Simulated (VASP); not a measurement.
Runs of VASP 6.6.1 on Fe4Si. The structure is that of space group Fmmm (No. 69), or close to it. The cells are those of the table. 

```tsv
fixed moment (μB)	cell	k mesh	gap on the mesh (eV)	pressure (GPa)	moment (μB)	largest force (eV/Å)
-	a = 9.681, b = 9.588, c = 2.535 Å, angles 84.5, 80.4, 15.1°, 5 atoms	11 × 11 × 11	none	-8.9	(a)	0.11
6.0	a = 9.681, b = 9.588, c = 2.535 Å, angles 84.5, 80.4, 15.1°, 5 atoms	9 × 9 × 9	-	(b)	6.00	0.13
18.0	a = 9.681, b = 9.588, c = 2.535 Å, angles 84.5, 80.4, 15.1°, 5 atoms	9 × 9 × 9	-	63.7	18.00	2.28
-	a = 9.487, b = 9.401, c = 2.487 Å, angles 84.4, 80.5, 15.1°, 5 atoms	11 × 11 × 11	none	0.3	8.41	0.05
12.0	a = 9.681, b = 9.588, c = 2.535 Å, angles 84.5, 80.4, 15.1°, 5 atoms	9 × 9 × 9	-	9.0	12.00	0.74
```

Alike in all rows: task single point; level PBEsol; potentials or basis VASP PAW PBE potentials, release 64 (Fe, Si); spin collinear, ferromagnetic start; cutoff (eV) 520; smearing fermi-dirac 0.05 eV.

Task: Estimate the missing entries.

Result: (a) 8.83; (b) -17.3.

Caveats: the PAW data sets were made with another functional, which shifts forces and pressure a little; the total moment is fixed, so each spin has its own Fermi level (at least some runs); the cell stands under tension (at least some runs); the cell stands under pressure (at least some runs).

A gap of «none» marks levels without a gap at the run's occupations.
